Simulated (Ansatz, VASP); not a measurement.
## Two plane-wave programs on InSe

Contents of INCAR:

```
PREC = Accurate ; ENCUT = 520
EDIFF = 1E-6 ; ISMEAR = -1
SIGMA = 0.05 ; LREAL = False
LASPH = True ; NELM = 100
ALGO = Normal ; ISIF = 2
LWAVE = False ; LCHARG = False
GGA = RP ; IVDW = 12
NBANDS = 27
```

KPOINTS

```
Automatic mesh
0
Gamma
  8 8 8
```

File POSCAR:

```
InSe
1.0
    1.9729696595      1.1390945640      8.3259319629
   -1.9729696595      1.1390945640      8.3259319629
    0.0000000000     -2.2781891280      8.3259319629
In Se
2 2
Direct
    0.8886000000      0.8886000000      0.8886000000
    0.0000000000      0.0000000000      0.0000000000
    0.1719000000      0.1719000000      0.1719000000
    0.3835000000      0.3835000000      0.3835000000
```

input.yaml

```yaml
crystal:
  lattice:
    - [1.9729696595, 1.139094564, 8.3259319629]
    - [-1.9729696595, 1.139094564, 8.3259319629]
    - [0.0, -2.278189128, 8.3259319629]
  atoms:
    - { symbol: In, position: [0.8886, 0.8886, 0.8886] }
    - { symbol: In, position: [0.0, 0.0, 0.0] }
    - { symbol: Se, position: [0.1719, 0.1719, 0.1719] }
    - { symbol: Se, position: [0.3835, 0.3835, 0.3835] }
hamiltonian:
  xc: rpbe
  pseudopotentials: { kind: paw }
  dispersion: d3bj
kpoints:
  mp_grid: { grid: [8, 8, 8] }
scf:
  occupations: { method: fermi_dirac, width: 0.05 }
output:
  forces: true
  stress: true
  eigenvalues: true
```

Alike in both runs: task single point; functional RPBE; dispersion D3(BJ); k mesh 8 × 8 × 8; occupations fermi-dirac, width 0.05 eV; no spin polarisation.

|  | VASP | Ansatz |
| --- | --- | --- |
| version | VASP 6.6.1 | Ansatz 0.2.0 |
| potentials or method | VASP PAW PBE potentials, release 64 (In_d, Se) | Ansatz PAW |
| plane-wave cutoff (eV) | 520 | 420 |
| valence electrons in the cell | 38 | 58 |

|  | VASP | Ansatz | Ansatz less VASP |
| --- | --- | --- | --- |
| gap on the k mesh at the Fermi level (eV) | 0.68 | 0.69 | +0.015 |
| least direct gap on the mesh (eV) | 0.68 | 0.69 | +0.015 |
| pressure (GPa) | -2.6 | -2.7 | -0.07 |
| traceless stress, the component that is largest in VASP (GPa) | 0.50 | 0.50 | +0.002 |
| rms of the force components (eV/Å) | 0.313 | 0.303 | -0.0104 |

VASP's potentials were made for PBE, not for RPBE. Atom by atom the forces differ by 0.010 eV/Å (rms over components). VASP's potentials hold 38 valence electrons a cell and Ansatz's 58, so a difference there can come from the potentials and not from the codes.
